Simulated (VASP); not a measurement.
Set up this calculation in VASP 6.6.1, as the native input.

```yaml
Task: single point
Functional: r2SCAN
Potentials_or_basis: VASP PAW PBE potentials, release 64 (K_sv, Cl)
Cutoff: 520 eV
k_mesh: 6 × 6 × 6
Occupations: gaussian, width 0.01 eV
Spin: no spin polarisation
Dipole_correction: no
Further_INCAR_settings: ALGO = Normal; EDIFF = 1e-06; NBANDS = 15
```

Crystal: KCl.

```
K Cl
1.0
     3.77081    0.00000    0.00000
     0.00000    3.77081    0.00000
     0.00000    0.00000    3.77081
K Cl
1 1
Cartesian
  0.0000 0.0000 0.0000
  1.8854 1.8854 1.8854
```

One way to write it, as run:

POSCAR

```
KCl
1.0
    3.7708086025      0.0000000000      0.0000000000
    0.0000000000      3.7708086025      0.0000000000
    0.0000000000      0.0000000000      3.7708086025
K Cl
1 1
Direct
    0.0000000000      0.0000000000      0.0000000000
    0.5000000000      0.5000000000      0.5000000000
```

INCAR.step1

```
SYSTEM = KCl
ALGO = Normal
EDIFF = 1E-4
ENCUT = 520
GGA = PE
ISMEAR = 0
LASPH = .TRUE.
LCHARG = .FALSE.
LREAL = .FALSE.
LWAVE = .TRUE.
NBANDS = 15
NELM = 60
PREC = Accurate
SIGMA = 0.01
```

INCAR.step2

```
SYSTEM = KCl
ALGO = Normal
EDIFF = 1E-6
ENCUT = 520
ISIF = 2
ISMEAR = 0
ISTART = 1
LASPH = .TRUE.
LCHARG = .FALSE.
LMIXTAU = .TRUE.
LREAL = .FALSE.
LWAVE = .FALSE.
METAGGA = R2SCAN
NBANDS = 15
NELM = 60
PREC = Accurate
SIGMA = 0.01
```

KPOINTS

```
k-points
0
G
  6 6 6
  0 0 0
```

Potentials or basis: VASP PAW PBE potentials, release 64 (K_sv, Cl).

The run is started by

```bash
$ cat potpaw_PBE.64/K_sv/POTCAR potpaw_PBE.64/Cl/POTCAR > POTCAR
$ cp INCAR.step1 INCAR
$ mpirun -np 1 vasp_std > vasp.out
$ cp INCAR.step2 INCAR
$ mpirun -np 1 vasp_std > vasp.out
```

It gave:

The pressure is 0.0 GPa and the band gap on the k mesh is 5.81 eV, indirect (least direct gap 6.02 eV).

Caveat: the PAW data sets were made with another functional, which shifts forces and pressure a little.

It took 23 s on 1 thread of Intel(R) Xeon(R) 6975P-C (Granite Rapids), with other jobs on the host, peak memory 0.16 GiB.
